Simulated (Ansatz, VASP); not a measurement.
## Two plane-wave programs on TiC2

INCAR

```
  ALGO = Normal
  EDIFF = 1E-6
  EDIFFG = -0.05
  ENCUT = 600
  GGA = PE
  IBRION = 2
  ISIF = 3
  ISMEAR = 0
  LASPH = T
  LCHARG = F
  LREAL = F
  LWAVE = F
  NELM = 60
  NSW = 80
  PREC = Accurate
  SIGMA = 0.1
```

The input KPOINTS:

```
k-points
0
Gamma
  6 6 6
```

POSCAR

```
TiC2
1.0
    0.0000000000      3.6201815343      3.7466122404
    2.1044886736      0.0000000000      3.7466122404
    2.1044886736      3.6201815343      0.0000000000
Ti C
2 4
Direct
    0.7500000000      0.7500000000      0.7500000000
    0.5000000000      0.5000000000      0.5000000000
    0.0868244587      0.4131755413      0.0868244587
    0.4131755413      0.0868244587      0.4131755413
    0.1631755413      0.8368244587      0.1631755413
    0.8368244587      0.1631755413      0.8368244587
```

Input for Ansatz:

```yaml
crystal:
  lattice:
    - [0.0, 3.6201815343, 3.7466122404]
    - [2.1044886736, 0.0, 3.7466122404]
    - [2.1044886736, 3.6201815343, 0.0]
  atoms:
    - { symbol: Ti, position: [0.75, 0.75, 0.75] }
    - { symbol: Ti, position: [0.5, 0.5, 0.5] }
    - { symbol: C, position: [0.0868244587, 0.4131755413, 0.0868244587] }
    - { symbol: C, position: [0.4131755413, 0.0868244587, 0.4131755413] }
    - { symbol: C, position: [0.1631755413, 0.8368244587, 0.1631755413] }
    - { symbol: C, position: [0.8368244587, 0.1631755413, 0.8368244587] }
basis:
  ecutwfc: 420
kpoints:
  mp_grid: { grid: [6, 6, 6] }
hamiltonian:
  xc: pbe
scf:
  occupations: { method: gaussian, width: 0.1 }
output:
  forces: true
  stress: true
  eigenvalues: true
relax:
  adjacent_minimum: "off"
  f_tol: 0.05
  max_steps: 60
  cell: { stress_tol: 0.5 }
```

Alike in both runs: task relaxation of cell and atoms; functional PBE; k mesh 6 × 6 × 6; occupations gaussian, width 0.1 eV; no spin polarisation.

|  | VASP | Ansatz |
| --- | --- | --- |
| version | VASP 6.6.1 | Ansatz 0.2.0 |
| potentials or method | VASP PAW PBE potentials, release 64 (Ti_sv, C), cutoff 600 eV | scalar-relativistic, plane waves, PAW |
| valence electrons in the cell | 40 | 40 |

|  | VASP | Ansatz | Ansatz less VASP |
| --- | --- | --- | --- |
| gap on the k mesh at the Fermi level, each at its own relaxed structure (eV) | none | none | - |
| relaxed volume (Å³/atom) | 8.94 | 8.91 | -0.035 |
| relaxed cell length with the largest relative difference (Å) | 3.751 | 3.736 | -0.0149 |

A gap of «none» marks a metal or a gap that the smearing closes.
